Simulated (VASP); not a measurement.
Cl, 2 atoms in the cell. It takes space group Fd-3m (No. 227, cubic). The conventional cell has a = 4.559 Å, b = 4.559 Å, c = 4.559 Å, α = 90.00°, β = 90.00°, γ = 90.00°. Cl (site symmetry -43m) has 4 Cl at 1.97 Å within 2.6 Å.  This cell differs from its parent crystal: volume scaled by 0.4.

| Quantity | Value |
| --- | --- |
| Program | VASP 6.6.1 |
| Task | single point |
| Functional | LDA |
| Potentials or basis | VASP PAW LDA potentials, release 64 (Cl) |
| Cutoff | 520 eV |
| k mesh | 11 × 11 × 11 |
| Occupations | fermi-dirac, width 0.08 eV |
| Spin | no spin polarisation |
| Dipole correction | no |
| Further INCAR settings | ALGO = Normal; EDIFF = 1e-06; NBANDS = 14 |

Potentials or basis: VASP PAW LDA potentials, release 64 (Cl).

The run is started by

```bash
$ cat potpaw_LDA.64/Cl/POTCAR > POTCAR
$ mpirun -np 1 vasp_std > vasp.out
```

Hardware: 1 thread of Intel(R) Xeon(R) Platinum 8375C CPU @ 2.90GHz (Ice Lake) (shared host).

Question: How long does it take, and how much memory?

Answer: It took 5.5 s on 1 thread of Intel(R) Xeon(R) Platinum 8375C CPU @ 2.90GHz (Ice Lake), on a shared host, peak memory 0.13 GiB. Counts: scf iterations 10, k points 56.
